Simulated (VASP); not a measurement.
# SrCaI2 (P4/mmm) in VASP: notebook

Runs on SrCaI2. Level: PBE. Tasks: relaxation of cell and atoms, single point.

Everything below comes from runs of VASP 6.6.1. Logs are shortened: lines on timing, memory, paths and dates and some standing lists are left out, and cuts for length are marked.

### 1 The cell of the first run

It takes space group P4/mmm (No. 123, tetragonal). Conventional cell: a = 4.067 Å, b = 4.067 Å, c = 8.092 Å, α = 90.00°, β = 90.00°, γ = 90.00°. Sr (site symmetry 4/mmm) has 8 I at 3.53 Å and 2 Ca at 4.05 Å and 4 Sr at 4.07 Å within 4.6 Å. Ca (site symmetry 4/mmm) has 8 I at 3.50 Å and 2 Sr at 4.05 Å and 4 Ca at 4.07 Å within 4.6 Å. I (site symmetry 4mm) has 4 Ca at 3.50 Å and 4 Sr at 3.53 Å and 6 I at 4.00 to 4.10 Å within 4.6 Å.

### 2 Relaxation of cell and atoms, PBE

Input file INCAR:

```
PREC = Accurate
ENCUT = 600
EDIFF = 1E-7
ISMEAR = 0
SIGMA = 0.1
LREAL = F
LASPH = T
NELM = 100
ALGO = Normal
ISIF = 3
LWAVE = F
LCHARG = F
GGA = PE
IBRION = 2
NSW = 100
EDIFFG = -0.01
```

Input file KPOINTS:

```
regular mesh
0
Gamma
  12 12 6
```

Input file POSCAR:

```
SrCaI2
1.0
    4.0674073833      0.0000000000      0.0000000000
    0.0000000000      4.0674073833      0.0000000000
    0.0000000000      0.0000000000      8.0915425259
Sr Ca I
1 1 2
Direct
    0.0000000000      0.0000000000      0.5000000000
    0.0000000000      0.0000000000      0.0000000000
    0.5000000000      0.5000000000      0.2469531064
    0.5000000000      0.5000000000      0.7530468936
```

Potentials or basis: VASP PAW PBE potentials, release 64 (Sr_sv, Ca_sv, I).

Started as:

```console
$ cat potpaw_PBE.64/Sr_sv/POTCAR potpaw_PBE.64/Ca_sv/POTCAR potpaw_PBE.64/I/POTCAR > POTCAR
$ mpirun -np 1 vasp_std > vasp.out
```

OUTCAR:

```text
PREC = Accurate
   ENCUT = 600
   EDIFF = 1E-7
   ISMEAR = 0
   LREAL = F
   LASPH = T
   NELM = 100
   ISIF = 3
   GGA = PE
   IBRION = 2
   NSW = 100
   EDIFFG = -0.01

 ion  position               nearest neighbor table
   1  0.000  0.000  0.500-   3 3.53   4 3.53   3 3.53   4 3.53   3 3.53   4 3.53   3 3.53   4 3.53
                             2 4.05   2 4.05
   2  0.000  0.000  0.000-   1 4.05   1 4.05
   3  0.500  0.500  0.247-   1 3.53   1 3.53   1 3.53   1 3.53
   4  0.500  0.500  0.753-   1 3.53   1 3.53   1 3.53   1 3.53

  LATTYP: Found a simple tetragonal cell.
 ALAT       =     4.0674073833
 C/A-ratio  =     1.9893612229

  Lattice vectors:

 A1 = (   4.0674073833,   0.0000000000,   0.0000000000)
 A2 = (   0.0000000000,   4.0674073833,   0.0000000000)
 A3 = (   0.0000000000,   0.0000000000,   8.0915425259)

Analysis of symmetry for initial positions (statically):
=====================================================================
 Subroutine PRICEL returns:
 Original cell was already a primitive cell.

 Routine SETGRP: Setting up the symmetry group for a
 simple tetragonal supercell.

 Subroutine GETGRP returns: Found 16 space group operations
 (whereof 16 operations were pure point group operations)
 out of a pool of 16 trial point group operations.

The static configuration has the point symmetry D_4h.

Analysis of symmetry for dynamics (positions and initial velocities):
=====================================================================
 Subroutine PRICEL returns:
 Original cell was already a primitive cell.

 Routine SETGRP: Setting up the symmetry group for a
 simple tetragonal supercell.

 Subroutine GETGRP returns: Found 16 space group operations
 (whereof 16 operations were pure point group operations)
 out of a pool of 16 trial point group operations.

The dynamic configuration has the point symmetry D_4h.

 Subroutine INISYM returns: Found 16 space group operations
 (whereof 16 operations are pure point group operations),
 and found     1 'primitive' translations

----------------------------------------------------------------------------------------

                                     Primitive cell

  volume of cell :     133.8649

  direct lattice vectors                    reciprocal lattice vectors
     4.067407383  0.000000000  0.000000000     0.245856858  0.000000000  0.000000000
     0.000000000  4.067407383  0.000000000     0.000000000  0.245856858  0.000000000
     0.000000000  0.000000000  8.091542526     0.000000000  0.000000000  0.123585830

  length of vectors
     4.067407383  4.067407383  8.091542526     0.245856858  0.245856858  0.123585830

  position of ions in fractional coordinates (direct lattice)
     0.000000000  0.000000000  0.500000000
     0.000000000  0.000000000  0.000000000
     0.500000000  0.500000000  0.246953106
     0.500000000  0.500000000  0.753046894

  ion indices of the primitive-cell ions
   primitive index   ion index
                 1           1
                 2           2
                 3           3
                 4           4

----------------------------------------------------------------------------------------

 KPOINTS: regular mesh

Automatic generation of k-mesh.
 Grid dimensions read from file:
 generate k-points for:   12   12    6

 Generating k-lattice:

  Cartesian coordinates                     Fractional coordinates (reciprocal lattice)
     0.020488072  0.000000000  0.000000000     0.083333333  0.000000000  0.000000000
     0.000000000  0.020488072  0.000000000     0.000000000  0.083333333  0.000000000
     0.000000000  0.000000000  0.020597638     0.000000000  0.000000000  0.166666667

  Length of vectors
     0.020488072  0.020488072  0.020597638

  Shift w.r.t. Gamma in fractional coordinates (k-lattice)
     0.000000000  0.000000000  0.000000000

 Subroutine IBZKPT returns following result:
 ===========================================

 Found    112 irreducible k-points:

 Following reciprocal coordinates:
            Coordinates               Weight
  0.000000  0.000000  0.000000      1.000000
  0.083333  0.000000  0.000000      4.000000
  0.166667  0.000000  0.000000      4.000000
  0.250000  0.000000  0.000000      4.000000
  0.333333  0.000000  0.000000      4.000000
  0.416667  0.000000  0.000000      4.000000
[... 16 lines left out ...]
  0.333333  0.333333  0.000000      4.000000
  0.416667  0.333333  0.000000      8.000000
 [... further k-points ...]
   k-points           NKPTS =    112   k-points in BZ     NKDIM =    112   number of bands    NBANDS=     21
   number of dos      NEDOS =    301   number of ions     NIONS =      4
   total plane-waves  NPLWV =  71680
   dimension x,y,z NGX =    32 NGY =   32 NGZ =   70
   dimension x,y,z NGXF=    64 NGYF=   64 NGZF=  140
   ions per type =               1   1   2
   NGX,Y,Z   is equivalent  to a cutoff of  13.08, 13.08, 14.38 a.u.
   NGXF,Y,Z  is equivalent  to a cutoff of  26.16, 26.16, 28.76 a.u.
 SYSTEM =  unknown system
   PREC   = accura    normal or accurate (medium, high low for compatibility)
   ISTART =      0    job   : 0-new  1-cont  2-samecut
   ICHARG =      2    charge: 1-file 2-atom 10-const
   ISPIN  =      1    spin polarized calculation?
   LNONCOLLINEAR =      F non collinear calculations
   LSORBIT =      F    spin-orbit coupling
   LASPH  =      T    aspherical Exc in radial PAW
   ENCUT  =  600.0 eV  44.10 Ry    6.64 a.u.   8.12  8.12 16.16*2*pi/ulx,y,z
   NELM   =    100;   NELMIN=  2; NELMDL= -5     # of ELM steps
   EDIFF  = 0.1E-06   stopping-criterion for ELM
   LREAL  =      F    real-space projection
   EDIFFG = -.1E-01   stopping-criterion for IOM
   NSW    =    100    number of steps for IOM
   IBRION =      2    ionic relax: 0-MD 1-quasi-New 2-CG
   NFREE  =      1    steps in history (QN), initial steepest desc. (CG)
   ISIF   =      3    stress and relaxation
   ISYM   =      2    0-nonsym 1-usesym 2-fastsym
   POTIM  = 0.5000    time-step for ionic-motion
   TEBEG  =    0.0;   TEEND  =   0.0 temperature during run
   PSTRESS=    0.0 pullay stress
   NELECT =      34.0000    total number of electrons
   NUPDOWN=      -1.0000    fix difference up-down
   EMIN   =  10.00;   EMAX   =-10.00  energy-range for DOS
   EFERMI =   0.00;   METHOD = LEGACY
   ISMEAR =     0;   SIGMA  =   0.10  broadening in eV -4-tet -1-fermi 0-gaus
   EFERMI_NEDOS =   21; number of points for ismear=-14 and -15
   IALGO  =     38    algorithm
   IMIX   =      4    mixing-type and parameters
     AMIX     =   0.40;   BMIX     =  1.00
     AMIX_MAG =   1.60;   BMIX_MAG =  1.00
  volume/ion in A,a.u.               =      33.47       225.84
  Fermi-wavevector in a.u.,A,eV,Ry     =   1.036762  1.959195 14.624558  1.074875
  Thomas-Fermi vector in A             =   2.171168
   LORBIT       =      0    0 simple, 1 ext, 2 COOP (PROOUT), +10 PAW based schemes
   GGA     = PE    functional components
   LHFCALC =     F    Hartree Fock is set to
   AEXX    =    0.0000 exact exchange contribution
   IVDW    =     0    specifies the selected vdW correction
   LEPSILON=     F    determine dielectric tensor
   LRPA    =     F    only Hartree local field effects (RPA)
 conjugate gradient relaxation of ions
 non-spin polarized calculation
 Gauss-broadening in eV      SIGMA  =   0.10
  energy-cutoff  :      600.00
  volume of cell :      133.86
 maximum number of plane-waves:      4536
   NGX = 17   NGY = 17   NGZ = 33

--------------------------------------- Ionic step        1  -------------------------------------------

 number of electron      34.0000001 magnetization

 Free energy of the ion-electron system (eV)
  ---------------------------------------------------
  ext. energy  EPLUGINS =         0.00000000
  ---------------------------------------------------
  free energy    TOTEN  =       -10.21963337 eV

  energy without entropy =      -10.20024187  energy(sigma->0) =      -10.20993762

 E-fermi :   6.3559     XC(G=0):  -8.9554

 val. band max:        6.3491322250   @ k =   0.3333   0.1667   0.3333
 cond. band min:       6.3628497650   @ k =   0.3333   0.2500   0.0000
 fundamental gap:      0.0137175400
 Fermi energy:         6.3558833829

 k-point     1 :       0.0000    0.0000    0.0000
  band No.  band energies     occupation
      1     -36.4936      2.00000
      2     -30.6770      2.00000
      3     -17.5164      2.00000
      4     -17.4931      2.00000
      5     -17.4931      2.00000
      6     -12.7821      2.00000
[... 550 lines left out ...]
      5     -17.5031      2.00000
      6     -12.8058      2.00000
[... 13 lines left out ...]
     20       7.3742      0.00000
     21       7.4530      0.00000

 [... further k-points ...]
[... 5 lines left out ...]
  --------------------------------------------------------------------------------------
  -------------------------------------------------------------------------------------
  Total        0.3025507      0.3025507      0.3198375      0.0000000     -0.0000000      0.0000000
  in kB        3.6211125      3.6211125      3.8280123      0.0000000     -0.0000000      0.0000000
  external PRESSURE =       3.6900791 kB  Pullay stress =       0.0000000 kB
[... 251 lines left out ...]
  energy  without entropy=      -10.2036715420  energy(sigma->0) =      -10.21319667

--------------------------------------- Ionic step        8  -------------------------------------------

 number of electron      34.0000001 magnetization

 Free energy of the ion-electron system (eV)
  ---------------------------------------------------
  ext. energy  EPLUGINS =         0.00000000
  ---------------------------------------------------
  free energy    TOTEN  =       -10.22292498 eV

  energy without entropy =      -10.20408589  energy(sigma->0) =      -10.21350544

 E-fermi :   6.1876     XC(G=0):  -8.8722

 val. band max:        6.1843949685   @ k =   0.2500   0.0833   0.1667
 cond. band min:       6.1977922217   @ k =   0.3333   0.0000   0.0000
 fundamental gap:      0.0133972532
 Fermi energy:         6.1876191660

 k-point     1 :       0.0000    0.0000    0.0000
  band No.  band energies     occupation
      1     -36.7411      2.00000
      2     -30.8782      2.00000
      3     -17.7549      2.00000
      4     -17.7360      2.00000
      5     -17.7360      2.00000
      6     -12.9731      2.00000
[... 550 lines left out ...]
      5     -17.7433      2.00000
      6     -12.9958      2.00000
[... 13 lines left out ...]
     20       7.1807      0.00000
     21       7.2770      0.00000

 [... further k-points ...]
[... 5 lines left out ...]
  --------------------------------------------------------------------------------------
  -------------------------------------------------------------------------------------
  Total        0.0173598      0.0173598      0.0116710      0.0000000     -0.0000000      0.0000000
  in kB        0.2036249      0.2036249      0.1368971      0.0000000     -0.0000000      0.0000000
  external PRESSURE =       0.1813823 kB  Pullay stress =       0.0000000 kB
[... 19 lines left out ...]
  FREE ENERGIE OF THE ION-ELECTRON SYSTEM (eV)
  ---------------------------------------------------
  free  energy   TOTEN  =       -10.2229249787 eV

  energy  without entropy=      -10.2040858938  energy(sigma->0) =      -10.21350544

 reached required accuracy - stopping structural energy minimisation
```

Wall time 24 min (1 thread of Intel Xeon Platinum 8259CL at 2.50GHz (Skylake/Cascade Lake), shared host); peak memory 0.62 GiB.

Results:

- Free energy: -10.2229 eV
- Relaxed volume: 34.15 Å³/atom
- Relaxed cell: a = 4.096 Å, b = 4.096 Å, c = 8.143 Å, α = 90.00°, β = 90.00°, γ = 90.00°
- Space group after relaxing (to 0.05 Å): P4/mmm (No. 123)
- Energy gained by relaxing: 0.8 meV/atom
- Ionic steps: 8
- Pressure after relaxing: 0.0 GPa
- Band gap on the k mesh: zero (band 17 reaches 6.92 eV, above the bottom of band 18 at 5.55 eV)

Forces on the atoms (eV/Å):
```
Sr   0.000  0.000  0.000
Ca   0.000  0.000  0.000
I    0.000  0.000  0.002
I    0.000  0.000 -0.002
```

The path:
| step | energy change (eV) | largest force (eV/Å) | pressure (GPa) | volume (Å³) |
| --- | --- | --- | --- | --- |
| 1 | 0.0000 | 0.0038 | 0.37 | 133.86 |
| 2 | -0.0024 | 0.0140 | 0.14 | 135.36 |
| 3 | -0.0027 | 0.0202 | 0.00 | 136.30 |
| 4 | -0.0027 | 0.0198 | 0.00 | 136.25 |
| 5 | -0.0028 | 0.0190 | 0.00 | 136.27 |
| 6 | -0.0029 | 0.0166 | 0.00 | 136.31 |
| 7 | -0.0031 | 0.0118 | 0.01 | 136.41 |
| 8 | -0.0033 | 0.0024 | 0.02 | 136.59 |

Final structure:
```yaml
crystal:
  lattice:
    - [4.09553, 0.00000, 0.00000]
    - [0.00000, 4.09553, 0.00000]
    - [0.00000, 0.00000, 8.14339]
  atoms:
    - { symbol: Sr, position: [0.00000, 0.00000, 0.50000] }
    - { symbol: Ca, position: [0.00000, 0.00000, 0.00000] }
    - { symbol: I, position: [0.50000, 0.50000, 0.24988] }
    - { symbol: I, position: [0.50000, 0.50000, 0.75012] }
```

Levels at points of the mesh, in eV from the Fermi level:
| k point | band 13 | band 14 | band 15 | band 16 | band 17 | band 18 | band 19 | band 20 | band 21 |
| --- | --- | --- | --- | --- | --- | --- | --- | --- | --- |
| (0.00, 0.00, 0.00) | -4.30 | -4.28 | -4.28 | -4.25 | -1.18 | -0.64 | -0.61 | 0.35 | 1.31 |
| (0.50, 0.00, 0.00) | -6.04 | -4.29 | -4.24 | -3.78 | -1.29 | 0.34 | 0.75 | 1.30 | 1.31 |
| (0.50, 0.50, 0.00) | -6.06 | -6.05 | -6.05 | -3.74 | -1.31 | 0.79 | 1.02 | 1.02 | 1.03 |
| (0.00, 0.00, 0.50) | -4.33 | -4.33 | -4.24 | -4.24 | -0.32 | -0.18 | -0.12 | -0.10 | 1.01 |
| (0.50, 0.00, 0.50) | -5.36 | -5.21 | -4.08 | -4.03 | -0.21 | -0.19 | 1.05 | 1.09 | 1.66 |
| (0.50, 0.50, 0.50) | -5.96 | -5.96 | -5.18 | -5.08 | -0.43 | -0.42 | 1.02 | 1.02 | 1.27 |

Caveat: spin-orbit coupling is left out, which moves the levels of the heavy elements.

[end of part 1 of 3]
